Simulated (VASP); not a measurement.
Set up this calculation in VASP 6.6.1, as the native input.

| Item | Value |
| --- | --- |
| Task | single point |
| Functional | LDA |
| Potentials or basis | VASP PAW LDA potentials, release 64 (Au) |
| Cutoff | 520 eV |
| k mesh | 34 × 34 × 34 |
| Occupations | methfessel-paxton, width 0.1 eV |
| Spin | no spin polarisation |
| Dipole correction | no |
| Further INCAR settings | ALGO = Normal; EDIFF = 1e-07; NBANDS = 12 |

The structure of Au lies in POSCAR:

```
Au
1.0
    0.0000000000      2.0233907370      2.0233907370
    2.0233907370      0.0000000000      2.0233907370
    2.0233907370      2.0233907370      0.0000000000
Au
1
Direct
    0.0000000000      0.0000000000      0.0000000000
```

These files were run (other wordings do the same):

INCAR

```
PREC = Accurate
ENCUT = 520
EDIFF = 1E-7
ISMEAR = 1
SIGMA = 0.1
LREAL = False
LASPH = True
NELM = 80
ALGO = Normal
ISIF = 2
LWAVE = False
LCHARG = False
GGA = CA
NBANDS = 12
```

KPOINTS

```
regular mesh
0
Gamma
  34 34 34
```

Potentials or basis: VASP PAW LDA potentials, release 64 (Au).

Run with:

```sh
$ cat potpaw_LDA.64/Au/POTCAR > POTCAR
$ mpirun -np 1 vasp_std > vasp.out
```

It gave:

```json
{"Pressure": "0.6 GPa", "Band gap on the k mesh": "zero (an odd number of electrons rules out a gap without spin polarisation)"}
```

Caveat: spin-orbit coupling is left out, which moves the levels of the heavy elements.

Run time: 2.5 min on 1 thread of Intel Xeon 8259CL (shared host), peak memory 0.31 GiB.
